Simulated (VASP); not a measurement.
Write the native input for VASP 6.6.1 that does the following.

* Task: single point
* Functional: LDA
* Potentials or basis: VASP PAW LDA potentials, release 64 (B, N)
* Cutoff: 600 eV
* k mesh: 12 × 12 × 12
* Occupations: gaussian, width 0.05 eV
* Spin: no spin polarisation
* Dipole correction: no
* Further INCAR settings: ALGO = Normal; EDIFF = 1e-06; NBANDS = 11

The structure of BN lies in POSCAR:

```
BN
1.0
    1.2511217832      0.7223354983      3.3729344033
   -1.2511217832      0.7223354983      3.3729344033
    0.0000000000     -1.4446709967      3.3729344033
B N
1 1
Direct
    0.9498244732      1.0297527435      0.9897886084
    0.3327618000      0.3327618000      0.3327618000
```

This cell differs from its parent crystal: atom 1 (B) moved by (-0.100, -0.100) A along x and z.

The input as run:

INCAR

```
PREC = Accurate ; ENCUT = 600
EDIFF = 1E-6 ; ISMEAR = 0
SIGMA = 0.05 ; LREAL = F
LASPH = T ; NELM = 120
ALGO = Normal ; ISIF = 2
LWAVE = F ; LCHARG = F
NBANDS = 11 ; GGA_COMPAT = F
```

KPOINTS

```
Automatic mesh
0
Gamma
  12 12 12
```

Potentials or basis: VASP PAW LDA potentials, release 64 (B, N).

Launch:

```bash
$ cat potpaw_LDA.64/B/POTCAR potpaw_LDA.64/N/POTCAR > POTCAR
$ mpirun -np 1 vasp_std > vasp.out
```

Results of the run:

The pressure is -0.9 GPa, the largest force is 4.291 eV/Å and the band gap on the k mesh is 3.35 eV (least direct gap 4.23 eV).

Caveat: the cell differs from its parent crystal (atom 1 (B) moved by (-0.100, -0.100) A along x and z); forces of over 1 eV/Å act on the atoms, so gaps and moduli don't describe the material at rest.

Wall time 7.9 min on 1 thread of Intel Xeon 8259CL, with other jobs on the host, peak memory 0.32 GiB.
